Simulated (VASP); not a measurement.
# Re (P6_3/mmc) in VASP: settings compared

Re is run at these levels: B3LYP, PBEsol+D3(BJ), RPBE; tasks: single point, relaxation of cell and atoms.

All numbers are computed with VASP 6.6.1; they aren't measurements. Logs are shortened: lines on timing, memory, paths and dates and some standing lists are left out, and cuts for length are marked.

## Step 1: The cell of the first run

The structure is hexagonal, space group P6_3/mmc (No. 194). Conventional cell: a = 2.761 Å, b = 2.761 Å, c = 4.458 Å, α = 90.00°, β = 90.00°, γ = 120.00°. Re (site symmetry -6m2) has 12 Re at 2.74 to 2.76 Å within 3.6 Å.

## Step 2: Single point, B3LYP

The input, POSCAR:

```
Re
1.0
    2.7608000000      0.0000000000      0.0000000000
   -1.3804000000      2.3909229348      0.0000000000
    0.0000000000      0.0000000000      4.4582000000
Re
2
Direct
    0.6666666667      0.3333333333      0.7500000000
    0.3333333333      0.6666666667      0.2500000000
```

The input, INCAR.step1:

```
SYSTEM = Re
PREC = Accurate ; ENCUT = 520
EDIFF = 1E-5 ; ISMEAR = -1
SIGMA = 0.05 ; LREAL = .FALSE.
LASPH = .TRUE. ; NELM = 60
ALGO = Normal ; ISIF = 2
LWAVE = .TRUE. ; LCHARG = .FALSE.
NBANDS = 14 ; GGA = PE
```

The input, INCAR.step2:

```
SYSTEM = Re
PREC = Accurate ; ENCUT = 520
EDIFF = 1E-7 ; ISMEAR = -1
SIGMA = 0.05 ; LREAL = .FALSE.
LASPH = .TRUE. ; NELM = 60
ALGO = Normal ; ISIF = 2
LWAVE = .FALSE. ; LCHARG = .FALSE.
GGA = B3 ; LHFCALC = .TRUE.
AEXX = 0.2 ; AGGAX = 0.72
AGGAC = 0.81 ; ALDAC = 0.19
PRECFOCK = Normal ; NBANDS = 14
ISTART = 1
```

The input, KPOINTS:

```
regular mesh
0
G
  6 6 3
  0 0 0
```

Potentials or basis: VASP PAW PBE potentials, release 64 (Re).

Started as:

```sh
> cat potpaw_PBE.64/Re/POTCAR > POTCAR
> cp INCAR.step1 INCAR
> mpirun -np 1 vasp_std > vasp.out
> cp INCAR.step2 INCAR
> mpirun -np 1 vasp_std > vasp.out
```

OUTCAR:

```text
SYSTEM = Re
   PREC = Accurate
   ENCUT = 520
   EDIFF = 1E-7
   ISMEAR = -1
   LREAL = .FALSE.
   LASPH = .TRUE.
   NELM = 60
   ISIF = 2
   GGA = B3
   LHFCALC = .TRUE.
   AEXX = 0.2
   PRECFOCK = Normal
   ISTART = 1

 ion  position               nearest neighbor table
   1  0.667  0.333  0.750-   2 2.74   2 2.74   2 2.74   2 2.74   2 2.74   2 2.74
   2  0.333  0.667  0.250-   1 2.74   1 2.74   1 2.74   1 2.74   1 2.74   1 2.74

  LATTYP: Found a hexagonal cell.
 ALAT       =     2.7608000000
 C/A-ratio  =     1.6148217908

  Lattice vectors:

 A1 = (   2.7608000000,   0.0000000000,   0.0000000000)
 A2 = (  -1.3804000000,   2.3909229348,   0.0000000000)
 A3 = (   0.0000000000,   0.0000000000,   4.4582000000)

Analysis of symmetry for initial positions (statically):
=====================================================================
 Subroutine PRICEL returns:
 Original cell was already a primitive cell.

 Routine SETGRP: Setting up the symmetry group for a
 hexagonal supercell.

 Subroutine GETGRP returns: Found 24 space group operations
 (whereof 12 operations were pure point group operations)
 out of a pool of 24 trial point group operations.

The static configuration has the point symmetry D_3d.
 The point group associated with its full space group is D_6h.

Analysis of symmetry for dynamics (positions and initial velocities):
=====================================================================
 Subroutine PRICEL returns:
 Original cell was already a primitive cell.

 Routine SETGRP: Setting up the symmetry group for a
 hexagonal supercell.

 Subroutine GETGRP returns: Found 24 space group operations
 (whereof 12 operations were pure point group operations)
 out of a pool of 24 trial point group operations.

The dynamic configuration has the point symmetry D_3d.
 The point group associated with its full space group is D_6h.

 Subroutine INISYM returns: Found 24 space group operations
 (whereof 12 operations are pure point group operations),
 and found     1 'primitive' translations

----------------------------------------------------------------------------------------

                                     Primitive cell

  volume of cell :      29.4280

  direct lattice vectors                    reciprocal lattice vectors
     2.760800000  0.000000000  0.000000000     0.362213851  0.209124264  0.000000000
    -1.380400000  2.390922935  0.000000000     0.000000000  0.418248529  0.000000000
     0.000000000  0.000000000  4.458200000     0.000000000  0.000000000  0.224305774

  length of vectors
     2.760800000  2.760800000  4.458200000     0.418248529  0.418248529  0.224305774

  position of ions in fractional coordinates (direct lattice)
     0.666666667  0.333333333  0.750000000
     0.333333333  0.666666667  0.250000000

  ion indices of the primitive-cell ions
   primitive index   ion index
                 1           1
                 2           2

----------------------------------------------------------------------------------------

 KPOINTS: regular mesh

Automatic generation of k-mesh.
 Grid dimensions read from file:
 generate k-points for:    6    6    3

 Generating k-lattice:

  Cartesian coordinates                     Fractional coordinates (reciprocal lattice)
     0.060368975  0.034854044  0.000000000     0.166666667 -0.000000000  0.000000000
     0.000000000  0.069708088  0.000000000     0.000000000  0.166666667  0.000000000
     0.000000000  0.000000000  0.074768591     0.000000000  0.000000000  0.333333333

  Length of vectors
     0.069708088  0.069708088  0.074768591

  Shift w.r.t. Gamma in fractional coordinates (k-lattice)
     0.000000000  0.000000000  0.000000000

 Subroutine IBZKPT returns following result:
 ===========================================

 Found     14 irreducible k-points:

 Following reciprocal coordinates:
            Coordinates               Weight
  0.000000  0.000000  0.000000      1.000000
  0.166667 -0.000000  0.000000      6.000000
  0.333333 -0.000000  0.000000      6.000000
  0.500000 -0.000000  0.000000      3.000000
  0.166667  0.166667  0.000000      6.000000
  0.333333  0.166667  0.000000     12.000000
  0.333333  0.333333  0.000000      2.000000
  0.000000  0.000000  0.333333      2.000000
  0.166667 -0.000000  0.333333     12.000000
  0.333333 -0.000000  0.333333     12.000000
  0.500000 -0.000000  0.333333      6.000000
  0.166667  0.166667  0.333333     12.000000
  0.333333  0.166667  0.333333     24.000000
  0.333333  0.333333  0.333333      4.000000
   k-points           NKPTS =     14   k-points in BZ     NKDIM =    108   number of bands    NBANDS=     14
   number of dos      NEDOS =    301   number of ions     NIONS =      2
   total plane-waves  NPLWV =  20736
   dimension x,y,z NGX =    24 NGY =   24 NGZ =   36
   dimension x,y,z NGXF=    48 NGYF=   48 NGZF=   72
   ions per type =               2
   NGX,Y,Z   is equivalent  to a cutoff of  14.45, 14.45, 13.42 a.u.
   NGXF,Y,Z  is equivalent  to a cutoff of  28.90, 28.90, 26.85 a.u.
 SYSTEM =  Re
   PREC   = accura    normal or accurate (medium, high low for compatibility)
   ISTART =      1    job   : 0-new  1-cont  2-samecut
   ICHARG =      0    charge: 1-file 2-atom 10-const
   ISPIN  =      1    spin polarized calculation?
   LNONCOLLINEAR =      F non collinear calculations
   LSORBIT =      F    spin-orbit coupling
   LASPH  =      T    aspherical Exc in radial PAW
   ENCUT  =  520.0 eV  38.22 Ry    6.18 a.u.   5.13  5.13  8.29*2*pi/ulx,y,z
   NELM   =     60;   NELMIN=  2; NELMDL=  0     # of ELM steps
   EDIFF  = 0.1E-06   stopping-criterion for ELM
   LREAL  =      F    real-space projection
   EDIFFG = 0.1E-05   stopping-criterion for IOM
   NSW    =      0    number of steps for IOM
   IBRION =     -1    ionic relax: 0-MD 1-quasi-New 2-CG
   NFREE  =      0    steps in history (QN), initial steepest desc. (CG)
   ISIF   =      2    stress and relaxation
   ISYM   =      3    0-nonsym 1-usesym 2-fastsym
   POTIM  = 0.5000    time-step for ionic-motion
   TEBEG  =    0.0;   TEEND  =   0.0 temperature during run
   PSTRESS=    0.0 pullay stress
   NELECT =      14.0000    total number of electrons
   NUPDOWN=      -1.0000    fix difference up-down
   EMIN   =  10.00;   EMAX   =-10.00  energy-range for DOS
   EFERMI =   0.00;   METHOD = LEGACY
   ISMEAR =    -1;   SIGMA  =   0.05  broadening in eV -4-tet -1-fermi 0-gaus
   EFERMI_NEDOS =   21; number of points for ismear=-14 and -15
   IALGO  =     38    algorithm
   IMIX   =      1    mixing-type and parameters
     AMIX     =   0.40;   BMIX     =  1.00
     AMIX_MAG =   1.60;   BMIX_MAG =  1.00
  volume/ion in A,a.u.               =      14.71        99.29
  Fermi-wavevector in a.u.,A,eV,Ry     =   1.278000  2.415070 22.222174  1.633284
  Thomas-Fermi vector in A             =   2.410568
   LORBIT       =      0    0 simple, 1 ext, 2 COOP (PROOUT), +10 PAW based schemes
   GGA     = B3    functional components
   LHFCALC =     T    Hartree Fock is set to
   PRECFOCK=normal    Normal, Fast or Accurate (Low or Medium for compatibility)
   ENCUT4O =  -1.0   cutoff for four orbital integrals eV
   NKREDX  =     1    reduce k-point grid by
   NKREDY  =     1    reduce k-point grid by
   NKREDZ  =     1    reduce k-point grid by
   AEXX    =    0.2000 exact exchange contribution
   HFSCREEN=    0.0000 screening length (either q_TF or 0.3 A-1)
   HFSCREENC=   0.0000 screening length for correlation (either q_TF or 0.3 A-1)
   ENCUTFOCK=  -1.0 apply spherical cutoff to Coloumb kernel
   IVDW    =     0    specifies the selected vdW correction
   LEPSILON=     F    determine dielectric tensor
   LRPA    =     F    only Hartree local field effects (RPA)
 non-spin polarized calculation
  energy-cutoff  :      520.00
  volume of cell :       29.43
 maximum number of plane-waves:       801
 NGX is ok and might be reduce to    24
  NGX = 16; NGY = 16; NGZ = 28

 number of electron      14.0000000 magnetization

 Free energy of the ion-electron system (eV)
  ---------------------------------------------------
  ext. energy  EPLUGINS =         0.00000000
  ---------------------------------------------------
  free energy    TOTEN  =       -27.02300732 eV

  energy without entropy =      -27.01037372  energy(sigma->0) =      -27.01669052

 E-fermi :   7.8419     XC(G=0): -10.8847

 val. band max:        7.5373749118   @ k =   0.3333   0.3333   0.3333
 cond. band min:       7.8967548526   @ k =   0.3333   0.1667   0.3333
 fundamental gap:      0.3593799408
 Fermi energy:         7.8418681836

 k-point     1 :       0.0000    0.0000    0.0000
  band No.  band energies     occupation
      1      -2.9527      2.00000
      2       0.3553      2.00000
      3       5.8094      2.00000
      4       5.8094      2.00000
      5       5.8172      2.00000
      6       6.8145      2.00000
      7       6.8145      2.00000
      8       8.3738      0.00005
      9       8.3738      0.00005
     10       8.9874      0.00000
     11      12.0575      0.00000
     12      12.0575      0.00000
     13      19.2520      0.00000
     14      23.6211      0.00000

 k-point     2 :       0.1667   -0.0000    0.0000
  band No.  band energies     occupation
      1      -1.7787      2.00000
      2       1.3640      2.00000
      3       4.4791      2.00000
      4       5.5160      2.00000
      5       6.0117      2.00000
      6       7.0531      2.00000
      7       7.0737      2.00000
      8       7.2759      1.99998
      9       7.4558      1.99911
     10       8.4368      0.00001
     11      12.5410      0.00000
     12      15.5022      0.00000
     13      19.0665      0.00000
     14      26.4977      0.00000
[... 173 lines left out ...]
      1       1.2515      2.00000
      2       2.2565      2.00000
      3       2.9578      2.00000
      4       4.2935      2.00000
      5       4.9318      2.00000
      6       6.5139      2.00000
      7       7.8968      0.50033
      8       9.8065      0.00000
      9      11.5289      0.00000
     10      13.3008      0.00000
     11      14.7071      0.00000
     12      16.1303      0.00000
     13      19.6720      0.00000
     14      21.6653      0.00000

 k-point    14 :       0.3333    0.3333    0.3333
  band No.  band energies     occupation
      1       2.7437      2.00000
      2       2.7437      2.00000
      3       2.8550      2.00000
      4       3.9382      2.00000
      5       5.2708      2.00000
      6       5.2708      2.00000
      7       7.5374      1.99548
      8       9.5858      0.00000
      9      12.0301      0.00000
     10      12.0301      0.00000
     11      17.2275      0.00000
     12      17.2275      0.00000
     13      20.3778      0.00000
     14      21.4835      0.00000

------------------------ aborting loop because EDIFF is reached ----------------------------------------

  FORCE on cell =-STRESS in cart. coord.  units (eV):
  Direction    XX          YY          ZZ          XY          YZ          ZX
  --------------------------------------------------------------------------------------
  -------------------------------------------------------------------------------------
  Total        1.7674594      1.7674594      0.6572128      0.0000000     -0.0000000      0.0000000
  in kB       96.2276679     96.2276679     35.7813345      0.0000000     -0.0000000      0.0000000
  external PRESSURE =      76.0788901 kB  Pullay stress =       0.0000000 kB

 VOLUME and BASIS-vectors are now :
 -----------------------------------------------------------------------------
  energy-cutoff  :      520.00
  volume of cell :       29.43
      direct lattice vectors                 reciprocal lattice vectors
     2.760800000  0.000000000  0.000000000     0.362213851  0.209124264  0.000000000
    -1.380400000  2.390922935  0.000000000     0.000000000  0.418248529  0.000000000
     0.000000000  0.000000000  4.458200000     0.000000000  0.000000000  0.224305774

 POSITION                                       TOTAL-FORCE (eV/Angst)
 -----------------------------------------------------------------------------------
      1.38040      0.79697      3.34365        -0.000000      0.000000      0.000000
     -0.00000      1.59395      1.11455         0.000000     -0.000000     -0.000000
 -----------------------------------------------------------------------------------
    total drift:                               -0.000000     -0.000000      0.000000

  FREE ENERGIE OF THE ION-ELECTRON SYSTEM (eV)
  ---------------------------------------------------
  free  energy   TOTEN  =       -27.0230073217 eV

  energy  without entropy=      -27.0103737174  energy(sigma->0) =      -27.01669052
```

It took 7.5 min on 1 thread of Intel Xeon 6975P-C (Granite Rapids), shared host; peak memory 0.17 GiB.

Results:

- Free energy: -27.0230 eV
- Pressure: 7.6 GPa
- Band gap on the k mesh: zero (bands 7 and 8 overlap by 4.01 eV)

Levels at points of the mesh, in eV from the Fermi level:
```
           k point  band 5  band 6  band 7  band 8  band 9  band 10
(0.00, 0.00, 0.00)   -2.02   -1.03   -1.03    0.53    0.53     1.15
(0.50, 0.00, 0.00)   -1.96   -1.74   -0.89    4.86    5.34     5.44
```

Caveat: the k points lie up to 0.47 Å⁻¹ apart, too coarse for converged energies and pressures of a metal; the PAW data sets were made with another functional, which shifts forces and pressure a little; spin-orbit coupling is left out, which moves the levels of the heavy elements.

## Step 3: Relaxation of cell and atoms, PBEsol+D3(BJ)

The input, INCAR:

```
PREC = Accurate
ENCUT = 600
EDIFF = 1E-7
ISMEAR = -1
SIGMA = 0.05
LREAL = F
LASPH = T
NELM = 80
ALGO = Normal
ISIF = 3
LWAVE = F
LCHARG = F
GGA = PS
IVDW = 12
IBRION = 2
NSW = 60
EDIFFG = -0.01
```

The input, KPOINTS:

```
Automatic mesh
0
Gamma
  11 11 6
```

POSCAR is that of step 2.

Potentials or basis: VASP PAW PBE potentials, release 64 (Re).

Started as:

```sh
> cat potpaw_PBE.64/Re/POTCAR > POTCAR
> mpirun -np 1 vasp_std > vasp.out
```

It took 1.8 min on 1 thread of Intel Xeon 8259CL, shared host; peak memory 0.19 GiB.

Results (log left out):

| Quantity | Value |
| --- | --- |
| Free energy | -28.1423 eV |
| Relaxed volume | 14.28 Å³/atom |
| Relaxed cell | a = 2.733 Å, b = 2.733 Å, c = 4.414 Å, α = 90.00°, β = 90.00°, γ = 120.00° |
| Space group after relaxing (to 0.1 Å) | P6_3/mmc (No. 194) |
| Energy gained by relaxing | 16.2 meV/atom |
| Ionic steps | 7 |
| Pressure after relaxing | 0.0 GPa |
| Band gap on the k mesh | zero (bands 7 and 8 overlap by 3.24 eV) |
| Dispersion energy per atom | -0.707 eV |

The path:
| step | energy change (eV) | largest force (eV/Å) | pressure (GPa) | volume (Å³) |
| --- | --- | --- | --- | --- |
| 1 | 0.0000 | 0.0000 | -11.67 | 29.43 |
| 2 | 0.6596 | 0.0000 | 71.78 | 25.10 |
| 3 | -0.0323 | 0.0000 | -0.73 | 28.62 |
| 4 | -0.0324 | 0.0000 | -0.14 | 28.57 |
| 5 | -0.0324 | 0.0000 | 0.10 | 28.56 |
| 6 | -0.0324 | 0.0000 | -0.34 | 28.59 |
| 7 | -0.0324 | 0.0000 | 0.00 | 28.56 |

Final structure:
```
Re
1.0
     2.73342    0.00000    0.00000
    -1.36671    2.36721    0.00000
     0.00000    0.00000    4.41436
Re
2
Direct
  0.66667 0.33333 0.75000
  0.33333 0.66667 0.25000
```

Levels at points of the mesh, in eV from the Fermi level:
```
           k point  band 3  band 4  band 5  band 6  band 7  band 8  band 9  band 10  band 11
(0.00, 0.00, 0.00)   -1.68   -1.68   -1.67   -0.80   -0.80    0.18    0.18     0.67     3.50
(0.00, 0.00, 0.50)   -2.49   -2.49   -1.81   -1.81   -1.81   -1.81    2.66     2.66     2.66
```

Caveat: the PAW data sets were made with another functional, which shifts forces and pressure a little; spin-orbit coupling is left out, which moves the levels of the heavy elements.

## Step 4: Relaxation of cell and atoms, RPBE

The input, INCAR:

```
SYSTEM = Re
  ALGO = Normal
  EDIFF = 1E-6
  EDIFFG = -0.01
  ENCUT = 600
  GGA = RP
  IBRION = 2
  ISIF = 3
  ISMEAR = -1
  LASPH = .True.
  LCHARG = .False.
  LREAL = .False.
  LWAVE = .False.
  NELM = 100
  NSW = 60
  PREC = Accurate
  SIGMA = 0.05
```

The input, KPOINTS:

```
k-points
0
Gamma
  11 11 6
  0 0 0
```

POSCAR is that of step 3.

Started as:

```sh
> cat potpaw_PBE.64/Re/POTCAR > POTCAR
> mpirun -np 1 vasp_std > vasp.out
```

Wall time 94 s (1 thread of Intel Xeon 8259CL, shared host); peak memory 0.18 GiB.

It converged, with:

| Quantity | Value |
| --- | --- |
| Free energy | -23.6424 eV |
| Relaxed volume | 15.09 Å³/atom |
| Relaxed cell | a = 2.784 Å, b = 2.784 Å, c = 4.496 Å, α = 90.00°, β = 90.00°, γ = 120.00° |
| Space group after relaxing (to 0.1 Å) | P6_3/mmc (No. 194) |
| Energy gained by relaxing | 10.7 meV/atom |
| Ionic steps | 4 |
| Pressure after relaxing | 0.0 GPa |
| Band gap on the k mesh | zero (bands 7 and 8 overlap by 2.90 eV) |

Stress tensor (GPa, compression positive):
```
-0.09  0.00  0.00
 0.00 -0.09  0.00
 0.00  0.00  0.10
```

The path:
```tsv
step	energy change (eV)	largest force (eV/Å)	pressure (GPa)	volume (Å³)
1	0.0000	0.0000	9.48	29.43
2	0.2816	0.0000	-28.30	33.29
3	-0.0213	0.0000	-0.40	30.20
4	-0.0214	0.0000	-0.03	30.17
```

Final structure:
```
Re
1.0
     2.78356    0.00000    0.00000
    -1.39178    2.41063    0.00000
     0.00000    0.00000    4.49632
Re
2
Direct
  0.66667 0.33333 0.75000
  0.33333 0.66667 0.25000
```

Levels at points of the mesh, in eV from the Fermi level:
| k point | band 5 | band 6 | band 7 | band 8 | band 9 | band 10 |
| --- | --- | --- | --- | --- | --- | --- |
| (0.00, 0.00, 0.00) | -1.51 | -0.71 | -0.71 | 0.19 | 0.19 | 0.54 |
| (0.00, 0.00, 0.50) | -1.64 | -1.64 | -1.64 | -1.64 | 2.45 | 2.45 |

Caveat: the PAW data sets were made with another functional, which shifts forces and pressure a little; spin-orbit coupling is left out, which moves the levels of the heavy elements. Zero-point motion and thermal expansion aren't in these numbers.

## Step 5: Summary

| task | level | cell | k mesh | cutoff (eV) | grid for exact exchange (PRECFOCK) | share of exact exchange | gap on the mesh (eV) | pressure (GPa) | relaxed volume (Å³/atom) |
| --- | --- | --- | --- | --- | --- | --- | --- | --- | --- |
| single point | B3LYP | as given | 6 × 6 × 3 | 520 | Normal | 0.2 | none | 7.6 | - |
| relaxation of cell and atoms | PBEsol+D3(BJ) | relaxed | 11 × 11 × 6 | 600 | - | - | none | 0.0 | 14.28 |
| relaxation of cell and atoms | RPBE | relaxed | 11 × 11 × 6 | 600 | - | - | none | 0.0 | 15.09 |

Alike in all rows: potentials or basis VASP PAW PBE potentials, release 64 (Re); no spin polarisation; smearing fermi-dirac 0.05 eV.

Caveats: some runs use coarse meshes; the PAW data sets were made with another functional, which shifts forces and pressure a little; spin-orbit coupling is left out, which moves the levels of the heavy elements.

Absolute energies hang on the potentials; compare differences alone.
